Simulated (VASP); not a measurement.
Crystal: Si2W.

```
Si W
1.0
    -1.60600    1.60600    3.94000
     1.60600   -1.60600    3.94000
     1.60600    1.60600   -3.94000
Si W
2 1
Cartesian
  0.0000 0.0000 2.6240
  0.0000 0.0000 5.2560
  0.0000 0.0000 0.0000
```

```yaml
Program: VASP 6.6.1
Task: relaxation of cell and atoms
Functional: LDA
Potentials_or_basis: VASP PAW LDA potentials, release 64 (Si, W_sv)
Cutoff: 600 eV
k_mesh: 18 × 18 × 18
Occupations: gaussian, width 0.1 eV
Spin: no spin polarisation
```

At the start: pressure -6.5 GPa; volume 13.55 Å³/atom.

**Question.** Where does the relaxation end?

**Answer.** Over 8 steps the energy falls by 9.5 meV/atom and the volume is 13.19 Å³/atom (-2.7 %); space group I4/mmm (No. 139, to 0.1 Å) before and after.

The path:
| step | energy change (eV) | largest force (eV/Å) | pressure (GPa) | volume (Å³) |
| --- | --- | --- | --- | --- |
| 1 | 0.0000 | 0.3246 | -6.51 | 40.65 |
| 2 | 0.0675 | 0.2170 | 14.94 | 37.49 |
| 3 | -0.0273 | 0.1627 | 0.14 | 39.51 |
| 4 | -0.0273 | 0.1591 | 0.29 | 39.49 |
| 5 | -0.0286 | 0.0168 | 0.05 | 39.56 |
| 6 | -0.0286 | 0.0047 | 0.02 | 39.56 |
| 7 | -0.0286 | 0.0014 | -0.06 | 39.57 |
| 8 | -0.0286 | 0.0008 | -0.03 | 39.57 |

Final structure:
```xyz
3
Lattice="-1.5947 1.5947 3.8900 1.5947 -1.5947 3.8900 1.5947 1.5947 -3.8900" Properties=species:S:1:pos:R:3 pbc="T T T"
Si    0.0000    0.0000    2.6037
Si    0.0000    0.0000    5.1763
W     0.0000    0.0000    0.0000
```
